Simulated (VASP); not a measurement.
# ZnO (P6_3mc) in VASP: vibrations by perturbation theory with PBE

Aim: the vibrations by perturbation theory of ZnO with PBE.

Program: VASP 6.6.1. These are calculated values, not measurements. Logs are shortened: lines on timing, memory, paths and dates and some standing lists are left out, and cuts for length are marked.

**1. The cell of the first run**

Symmetry: P6_3mc, No. 186, hexagonal system. Conventional cell: a = 3.279 Å, b = 3.279 Å, c = 5.293 Å, α = 90.00°, β = 90.00°, γ = 120.00°. Zn (site symmetry 3m) has 4 O at 2.00 to 2.01 Å within 2.6 Å. Within 2.6 Å of O (site symmetry 3m) lie 4 Zn at 2.00 to 2.01 Å.

**2. Vibrations by perturbation theory, PBE**

The input, INCAR:

```
PREC = Accurate
ENCUT = 520
EDIFF = 1E-8
ISMEAR = 0
SIGMA = 0.01
LREAL = F
LASPH = T
NELM = 100
ALGO = Normal
ISIF = 2
LWAVE = F
LCHARG = F
GGA = PE
NBANDS = 26
IBRION = 8
NSW = 1
LEPSILON = T
```

The input, KPOINTS:

```
regular mesh
0
Gamma
  9 9 6
```

The input, POSCAR:

```
ZnO
1.0
    3.2793874436      0.0000000000      0.0000000000
   -1.6396937218      2.8400328350      0.0000000000
    0.0000000000      0.0000000000      5.2931776219
Zn O
2 2
Direct
    0.6666666667      0.3333333333      0.5006021988
    0.3333333333      0.6666666667      0.0006021988
    0.6666666667      0.3333333333      0.8797078012
    0.3333333333      0.6666666667      0.3797078012
```

Potentials or basis: VASP PAW PBE potentials, release 64 (Zn, O).

Command:

```sh
cat potpaw_PBE.64/Zn/POTCAR potpaw_PBE.64/O/POTCAR > POTCAR
mpirun -np 1 vasp_std > vasp.out
```

OUTCAR:

```text
PREC = Accurate
   ENCUT = 520
   EDIFF = 1E-8
   ISMEAR = 0
   LREAL = F
   LASPH = T
   NELM = 100
   ISIF = 2
   GGA = PE
   IBRION = 8
   NSW = 1
   LEPSILON = T

 ion  position               nearest neighbor table
   1  0.667  0.333  0.501-   4 2.00   4 2.00   4 2.00   3 2.01
   2  0.333  0.667  0.001-   3 2.00   3 2.00   3 2.00   4 2.01
   3  0.667  0.333  0.880-   2 2.00   2 2.00   2 2.00   1 2.01
   4  0.333  0.667  0.380-   1 2.00   1 2.00   1 2.00   2 2.01

  LATTYP: Found a hexagonal cell.
 ALAT       =     3.2793874436
 C/A-ratio  =     1.6140751018

  Lattice vectors:

 A1 = (   3.2793874436,   0.0000000000,   0.0000000000)
 A2 = (  -1.6396937218,   2.8400328350,   0.0000000000)
 A3 = (   0.0000000000,   0.0000000000,   5.2931776219)

Analysis of symmetry for initial positions (statically):
=====================================================================
 Subroutine PRICEL returns:
 Original cell was already a primitive cell.

 Routine SETGRP: Setting up the symmetry group for a
 hexagonal supercell.

 Subroutine GETGRP returns: Found 12 space group operations
 (whereof  6 operations were pure point group operations)
 out of a pool of 24 trial point group operations.

The static configuration has the point symmetry C_3v.
 The point group associated with its full space group is C_6v.

Analysis of symmetry for dynamics (positions and initial velocities):
=====================================================================
 Subroutine PRICEL returns:
 Original cell was already a primitive cell.

 Routine SETGRP: Setting up the symmetry group for a
 hexagonal supercell.

 Subroutine GETGRP returns: Found 12 space group operations
 (whereof  6 operations were pure point group operations)
[... 969 lines left out ...]
 ---------------------------------------------------------------------------------
 ion    1
    1     2.15109     0.00000     0.00000
    2     0.00000     2.15109     0.00000
    3     0.00000     0.00000     2.19666
 ion    2
    1     2.15109     0.00000     0.00000
    2     0.00000     2.15109     0.00000
    3     0.00000     0.00000     2.19666
 ion    3
    1    -2.15109     0.00000     0.00000
    2     0.00000    -2.15109     0.00000
    3     0.00000    -0.00000    -2.19666
 ion    4
    1    -2.15109     0.00000     0.00000
    2     0.00000    -2.15109     0.00000
    3     0.00000     0.00000    -2.19666

 INTERNAL STRAIN TENSOR FOR ION    4 for displacements in x,y,z  (eV/Angst):
          X           Y           Z          XY          YZ          ZX
  --------------------------------------------------------------------------------
  x     0.00000    -0.00000     0.00000    -7.23603    -0.00000     3.82702
  y    -7.23603     7.23603     0.00000     0.00000     4.14006     0.00000
  z     3.94944     3.94944    -7.78694     0.00000     0.00000     0.00000

 SECOND DERIVATIVES (NOT SYMMETRIZED)
 ------------------------------------
               1X          1Y          1Z          2X          2Y          2Z          3X          3Y          3Z          4X          4Y          4Z
  1X    -6.926194   -0.000000    0.000000    0.290410    0.000000   -0.000000    0.108478    0.000000    0.000000    6.527306    0.000000   -0.000000
  1Y     0.000000   -6.926194    0.000000   -0.000000    0.290410    0.000000    0.000000    0.108478    0.000000   -0.000000    6.527306    0.000000
  1Z     0.000000    0.000000  -10.639584    0.000000   -0.000000    4.711290    0.000000    0.000000    4.373811    0.000000    0.000000    1.554484
  2X     0.290410   -0.000000    0.000000   -6.926194   -0.000000    0.000000    6.527306   -0.000000    0.000000    0.108478    0.000000   -0.000000
  2Y     0.000000    0.290410   -0.000000    0.000000   -6.926194    0.000000   -0.000000    6.527306    0.000000    0.000000    0.108478   -0.000000
  2Z    -0.000000    0.000000    4.711290    0.000000    0.000000  -10.639584    0.000000   -0.000000    1.554484    0.000000    0.000000    4.373811
  3X     0.102140   -0.000000    0.000000    6.526748    0.000000    0.000000   -7.517075    0.000000   -0.000000    0.888186    0.000000   -0.000000
  3Y     0.000000    0.102140    0.000000    0.000000    6.526748    0.000000    0.000000   -7.517075    0.000000    0.000000    0.888186    0.000000
  3Z     0.000000    0.000000    4.381738    0.000000   -0.000000    1.518984   -0.000000    0.000000  -10.647720    0.000000    0.000000    4.746998
  4X     6.526748   -0.000000    0.000000    0.102140    0.000000    0.000000    0.888186    0.000000    0.000000   -7.517075    0.000000    0.000000
  4Y     0.000000    6.526748    0.000000    0.000000    0.102140   -0.000000   -0.000000    0.888186    0.000000    0.000000   -7.517075   -0.000000
  4Z     0.000000    0.000000    1.518984    0.000000    0.000000    4.381738    0.000000    0.000000    4.746998    0.000000    0.000000  -10.647720

 Eigenvectors and eigenvalues of the dynamical matrix
 ----------------------------------------------------

   1 f  =   15.417840 THz    96.873144 2PiTHz  514.283776 cm-1    63.763033 meV
             X         Y         Z           dx          dy          dz
      1.639694  0.946678  2.649776    -0.000000   -0.000000    0.083582
     -0.000000  1.893355  0.003188     0.000000    0.000000   -0.083582
      1.639694  0.946678  4.656450    -0.000000   -0.000000   -0.702150
     -0.000000  1.893355  2.009861     0.000000    0.000000    0.702150
[... 71 lines left out ...]
  12 f/i=    0.009830 THz     0.061766 2PiTHz    0.327908 cm-1     0.040655 meV
             X         Y         Z           dx          dy          dz
      1.639694  0.946678  2.649776    -0.000000    0.000000    0.633513
     -0.000000  1.893355  0.003188    -0.000000    0.000000    0.633513
      1.639694  0.946678  4.656450    -0.000000    0.000000    0.314104
     -0.000000  1.893355  2.009861    -0.000000    0.000000    0.314104

--------------------------------------------------------------------------------------------------------

 MACROSCOPIC STATIC DIELECTRIC TENSOR IONIC CONTRIBUTION
 ------------------------------------------------------
           5.121675    -0.000000     0.000000
          -0.000000     5.121675    -0.000000
           0.000000    -0.000000     5.989232
 ------------------------------------------------------

 ELASTIC MODULI CONTR FROM IONIC RELAXATION (kBar)
 Direction    XX          YY          ZZ          XY          YZ          ZX
 --------------------------------------------------------------------------------
 XX        -585.1135    241.1065    337.6880      0.0000      0.0000     -0.0000
 YY         241.1065   -585.1135    337.6880     -0.0000      0.0000      0.0000
 ZZ         337.6880    337.6880   -662.9702     -0.0000     -0.0000      0.0000
 XY           0.0000     -0.0000     -0.0000   -413.1100      0.0000      0.0000
 YZ          -0.0000      0.0000     -0.0000      0.0000   -154.1793      0.0000
 ZX          -0.0000      0.0000      0.0000      0.0000      0.0000   -147.9332
 --------------------------------------------------------------------------------

 PIEZOELECTRIC TENSOR IONIC CONTR  for field in x, y, z        (C/m^2)
          XX          YY          ZZ          XY          YZ          ZX
  --------------------------------------------------------------------------------
  x    -0.00000     0.00000     0.00000     0.00000     0.00000    -0.81905
  y     0.00000     0.00000    -0.00000     0.00000    -0.83616     0.00000
  z    -0.95505    -0.95505     1.87502     0.00000     0.00000    -0.00000
```

stdout:

```text
POSCAR found type information on POSCAR ZnO
 POSCAR found :  2 types and       4 ions
 scaLAPACK will be used
 LDA part: xc-table for (Slater+PW92), standard interpolation
 POSCAR, INCAR and KPOINTS ok, starting setup
 FFT: planning ... GRIDC
[... 102 lines left out ...]
 onal to |phi(0)> (-1.384521731461969E-004,2.216976602298359E-015)
 LRF_COMMUTATOR internal error: the vector H(1)-e(1) S(1) |phi(0)> is not orthog
 onal to |phi(0)> (-1.015543523276707E-004,8.050851652008362E-014)
 LRF_COMMUTATOR internal error: the vector H(1)-e(1) S(1) |phi(0)> is not orthog
 onal to |phi(0)> (1.211705092765373E-004,3.179773873660521E-015)
 LRF_COMMUTATOR internal error: the vector H(1)-e(1) S(1) |phi(0)> is not orthog
 onal to |phi(0)> (-1.024749301669313E-004,5.502542865798432E-015)
 LRF_COMMUTATOR internal error: the vector H(1)-e(1) S(1) |phi(0)> is not orthog
 onal to |phi(0)> (-1.024749349463547E-004,-1.847480501915300E-014)
 LRF_COMMUTATOR internal err
```

Run time: 20 min. Hardware: 1 thread of Intel Xeon Platinum 8259CL at 2.50GHz (Skylake/Cascade Lake), shared host; peak memory 0.71 GiB.

Results:

```yaml
Electronic_dielectric_tensor_diagonal: 6.11, 6.11, 5.87
Born_charges_mean_of_the_diagonal: Zn +2.17; O -2.17 e
Highest_phonon_frequency_at_Γ_LO-TO_splitting_left_out: 514 cm⁻¹
```

Phonon frequencies in cm⁻¹ (negative: imaginary):
| q point | frequencies |
| --- | --- |
| (0.000, 0.000, 0.000) | 0 0 0 91 91 247 353 375 375 406 406 514 |

Electronic dielectric tensor:
```
6.11 0.00 0.00
0.00 6.11 0.00
0.00 0.00 5.87
```

Born effective charge tensors (e):
atom 1, Zn
```
2.15 0.00 0.00
0.00 2.15 0.00
0.00 0.00 2.20
```
atom 2, Zn
```
2.15 0.00 0.00
0.00 2.15 0.00
0.00 0.00 2.20
```
atom 3, O
```
-2.15  0.00  0.00
 0.00 -2.15  0.00
 0.00  0.00 -2.20
```
atom 4, O
```
-2.15  0.00  0.00
 0.00 -2.15  0.00
 0.00  0.00 -2.20
```
